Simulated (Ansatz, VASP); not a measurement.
**BaHfH6: VASP beside Ansatz**

```
CELL_PARAMETERS angstrom
3.62583 2.09338 2.46172
-3.62583 2.09338 2.46172
0.00000 -4.18675 2.46172
ATOMIC_POSITIONS crystal
Ba 0.50000 0.50000 0.50000
Hf 0.00000 0.00000 0.00000
H 0.70861 0.06138 0.70861
H 0.06138 0.70861 0.70861
H 0.29139 0.29139 0.93862
H 0.93862 0.29139 0.29139
H 0.29139 0.93862 0.29139
H 0.70861 0.70861 0.06138
```

Alike in both runs: task single point; functional PBE; k mesh 3 × 3 × 3; occupations gaussian, width 0.1 eV; no spin polarisation.

|  | VASP | Ansatz |
| --- | --- | --- |
| version | VASP 6.6.1 | Ansatz 0.2.0 |
| potentials or method | VASP PAW PBE potentials, release 64 (Ba_sv, Hf_pv, H), cutoff 520 eV | scalar-relativistic, plane waves, PAW |
| valence electrons in the cell | 26 | 42 |

|  | VASP | Ansatz | Ansatz less VASP |
| --- | --- | --- | --- |
| gap on the k mesh at the Fermi level (eV) | 1.47 | 1.51 | +0.034 |
| least direct gap on the mesh (eV) | 1.47 | 1.51 | +0.034 |
| pressure (GPa) | 0.2 | 0.1 | -0.08 |
| traceless stress, the component that is largest in VASP (GPa) | -0.08 | -0.03 | +0.050 |
| rms of the force components (eV/Å) | 0.020 | 0.003 | -0.0174 |

Atom by atom the forces differ by 0.018 eV/Å (rms over components). VASP's potentials hold 26 valence electrons a cell and Ansatz's 42, so a difference there can come from the potentials and not from the codes.

The k mesh is coarse, so the values compare programs but aren't converged. Neither program's run includes spin-orbit coupling.
